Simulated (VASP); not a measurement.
Here is a VASP 6.6.1 calculation.

Contents of POSCAR:

```
Ni2Ge
1.0
    4.0179219297      0.0000000000      0.0000000000
   -2.0089609649      3.4796224616      0.0000000000
    0.0000000000      0.0000000000      5.0071512902
Ni Ge
4 2
Direct
    0.6666666667      0.3333333333      0.2500000000
    0.3333333333      0.6666666667      0.7500000000
    0.0000000000      0.0000000000      0.0000000000
    0.0000000000      0.0000000000      0.5000000000
    0.6666666667      0.3333333333      0.7500000000
    0.3333333333      0.6666666667      0.2500000000
```

The input INCAR.step1:

```
SYSTEM = Ni2Ge
  ALGO = Normal
  EDIFF = 1E-4
  ENCUT = 520
  GGA = PE
  ISMEAR = 0
  LASPH = .True.
  LCHARG = .False.
  LREAL = .False.
  LWAVE = .True.
  NBANDS = 43
  NELM = 60
  PREC = Accurate
  SIGMA = 0.1
```

Contents of INCAR.step2:

```
SYSTEM = Ni2Ge
  ALGO = Normal
  EDIFF = 1E-6
  ENCUT = 520
  ISIF = 2
  ISMEAR = 0
  ISTART = 1
  LASPH = .True.
  LCHARG = .False.
  LMIXTAU = .True.
  LREAL = .False.
  LWAVE = .False.
  METAGGA = R2SCAN
  NBANDS = 43
  NELM = 60
  PREC = Accurate
  SIGMA = 0.1
```

The input KPOINTS:

```
k-points
0
Gamma
  12 12 8
  0 0 0
```

Potentials or basis: VASP PAW PBE potentials, release 64 (Ni, Ge_d).

Launch:

```console
$ cat potpaw_PBE.64/Ni/POTCAR potpaw_PBE.64/Ge_d/POTCAR > POTCAR
$ cp INCAR.step1 INCAR
$ mpirun -np 1 vasp_std > vasp.out
$ cp INCAR.step2 INCAR
$ mpirun -np 1 vasp_std > vasp.out
```

Problem. What does it give for the band gap on the k mesh?

Solution. Zero (bands 34 and 35 overlap by 2.88 eV).

Problem. What does it give for the pressure?

Solution. -2.8 GPa.

Stress tensor (GPa, compression positive):
```
-4.06  0.00  0.00
 0.00 -4.06  0.00
 0.00  0.00 -0.19
```

Caveat: the cell differs from its parent crystal (biaxial strain in the a-b plane: +1.0 %); the PAW data sets were made with another functional, which shifts forces and pressure a little. Spin polarisation is off, so any magnetic state and its effect on volume and gap are missing.
